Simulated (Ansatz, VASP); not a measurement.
# Re: VASP beside Ansatz

```
Re
1.0
     2.75037    0.00000    0.00000
    -1.37518    2.38189    0.00000
     0.00000    0.00000    4.44320
Re
2
Direct
  0.33333 0.66667 0.25000
  0.66667 0.33333 0.75000
```

Alike in both runs: functional PBEsol; k mesh 18 × 18 × 10; occupations gaussian, width 0.1 eV; no spin polarisation.

Ansatz relaxed the structure, and its values are those at the end. VASP's run is a single point on that final structure, the one shown.

|  | VASP | Ansatz |
| --- | --- | --- |
| version | VASP 6.6.1 | Ansatz 0.2.0 |
| potentials or method | VASP PAW PBE potentials, release 64 (Re), cutoff 520 eV | scalar-relativistic, plane waves, PAW |
| valence electrons in the cell | 14 | 30 |

|  | VASP | Ansatz | Ansatz less VASP |
| --- | --- | --- | --- |
| gap on the k mesh at the Fermi level (eV) | none | none | - |
| pressure (GPa) | 0.1 | 0.0 | -0.07 |

VASP's potentials were made for PBE, not for PBEsol. A gap of «none» marks a metal or a gap that the smearing closes. VASP's potentials hold 14 valence electrons a cell and Ansatz's 30, so a difference there can come from the potentials and not from the codes.

Spin-orbit coupling is off throughout.
